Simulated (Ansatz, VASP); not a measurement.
Two plane-wave programs on BN

```
B N
1.0
     2.50055    0.00000    0.00000
    -1.25027    2.16554    0.00000
     0.00000    0.00000    6.52643
B N
2 2
Direct
  0.33333 0.66667 0.25000
  0.66667 0.33333 0.75000
  0.66667 0.33333 0.25000
  0.33333 0.66667 0.75000
```

Alike in both runs: functional r2SCAN; dispersion rVV10; k mesh 12 × 12 × 4; no spin polarisation.

Ansatz relaxed the structure, and its values are those at the end. VASP's run is a single point on that final structure, the one shown.

|  | VASP | Ansatz |
| --- | --- | --- |
| version | VASP 6.6.1 | Ansatz 0.2.0 |
| potentials or method | VASP PAW PBE potentials, release 64 (B, N), cutoff 520 eV | scalar-relativistic, plane waves, PAW |
| occupations | gaussian, width 0.01 eV | fixed |
| valence electrons in the cell | 16 | 16 |

|  | VASP | Ansatz | Ansatz less VASP |
| --- | --- | --- | --- |
| gap on the k mesh at the Fermi level (eV) | 4.80 | 4.77 | -0.039 |
| least direct gap on the mesh (eV) | 5.21 | 5.18 | -0.036 |
| pressure (GPa) | 0.4 | 0.0 | -0.43 |

VASP's potentials were made for PBE, not for r2SCAN.
